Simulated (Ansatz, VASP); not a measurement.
## Al12H in VASP and in Ansatz

INCAR

```
SYSTEM = Al12H
  PREC = Accurate
  ENCUT = 520
  EDIFF = 1E-6
  ISMEAR = 0
  SIGMA = 0.1
  LREAL = .FALSE.
  LASPH = .TRUE.
  NELM = 150
  ALGO = Normal
  ISIF = 2
  LWAVE = .FALSE.
  LCHARG = .FALSE.
  ISPIN = 2
  MAGMOM = 0 0 0 0 0 0 0 0 0 0 0 0 1
  LORBIT = 11
  LDIPOL = .TRUE.
  IDIPOL = 3
  DIPOL = 0.5 0.5 0.312
  GGA = PE
  NBANDS = 34
```

KPOINTS

```
regular mesh
0
G
  6 6 1
  0 0 0
```

The input POSCAR:

```
Al12H
1.0
    5.7143028096      0.0000000000      0.0000000000
   -2.8571514048      4.9487313980      0.0000000000
    0.0000000000      0.0000000000     21.6016424764
Al H
12 1
Direct
    0.3333333333      0.1666666667      0.1851711047
    0.3333333333      0.6666666667      0.1851711047
    0.8333333333      0.1666666667      0.1851711047
    0.8333333333      0.6666666667      0.1851711047
    0.1666666667      0.3333333333      0.2916873740
    0.1666666667      0.8333333333      0.2916873740
    0.6666666667      0.3333333333      0.2916873740
    0.6666666667      0.8333333333      0.2916873740
    0.0000000000      0.0000000000      0.3981939098
    0.0000000000      0.5000000000      0.3981939098
    0.5000000000      0.0000000000      0.3981939098
    0.5000000000      0.5000000000      0.3981939098
    0.3888888889     -0.3888888889      0.5495712879
```

Input for Ansatz:

```yaml
crystal:
  lattice:
    - [5.7143028096, 0.0, 0.0]
    - [-2.8571514048, 4.948731398, 0.0]
    - [0.0, 0.0, 21.6016424764]
  atoms:
    - { symbol: Al, position: [0.3333333333, 0.1666666667, 0.1851711047] }
    - { symbol: Al, position: [0.3333333333, 0.6666666667, 0.1851711047] }
    - { symbol: Al, position: [0.8333333333, 0.1666666667, 0.1851711047] }
    - { symbol: Al, position: [0.8333333333, 0.6666666667, 0.1851711047] }
    - { symbol: Al, position: [0.1666666667, 0.3333333333, 0.291687374] }
    - { symbol: Al, position: [0.1666666667, 0.8333333333, 0.291687374] }
    - { symbol: Al, position: [0.6666666667, 0.3333333333, 0.291687374] }
    - { symbol: Al, position: [0.6666666667, 0.8333333333, 0.291687374] }
    - { symbol: Al, position: [0.0, 0.0, 0.3981939098] }
    - { symbol: Al, position: [0.0, 0.5, 0.3981939098] }
    - { symbol: Al, position: [0.5, 0.0, 0.3981939098] }
    - { symbol: Al, position: [0.5, 0.5, 0.3981939098] }
    - { symbol: H, position: [0.3888888889, -0.3888888889, 0.5495712879], spin: 1.0 }
basis:
  ecutwfc: 420
kpoints:
  mp_grid: { grid: [6, 6, 1] }
hamiltonian:
  xc: pbe
scf:
  occupations: { method: gaussian, width: 0.1 }
output:
  forces: true
  eigenvalues: true
  populations: true
magnetization:
  spin_polarized: true
efield:
  axis: 3
  dipole_correction: true
  ramp_width: 0.04
```

Alike in both runs: task single point; functional PBE; k mesh 6 × 6 × 1; occupations gaussian, width 0.1 eV; collinear spin.

|  | VASP | Ansatz |
| --- | --- | --- |
| version | VASP 6.6.1 | Ansatz 0.2.0 |
| potentials or method | VASP PAW PBE potentials, release 64 (Al, H), cutoff 520 eV | scalar-relativistic, plane waves, PAW |
| valence electrons in the cell | 37 | 37 |

```tsv
	VASP	Ansatz	Ansatz less VASP
gap on the k mesh at the Fermi level (eV)	none	none	-
rms of the force components (eV/Å)	0.017	0.017	+0.0002
net moment per atom (μB)	0.07	0.07	0.000
size of the moment on the site where the two differ most (μB)	0.37	0.89	+0.520
```

Site moments also hang on the region over which each program counts them. Atom by atom the forces differ by 0.001 eV/Å (rms over components). A gap of «none» marks a metal or a gap that the smearing closes. Ansatz's warnings: stability check not made.
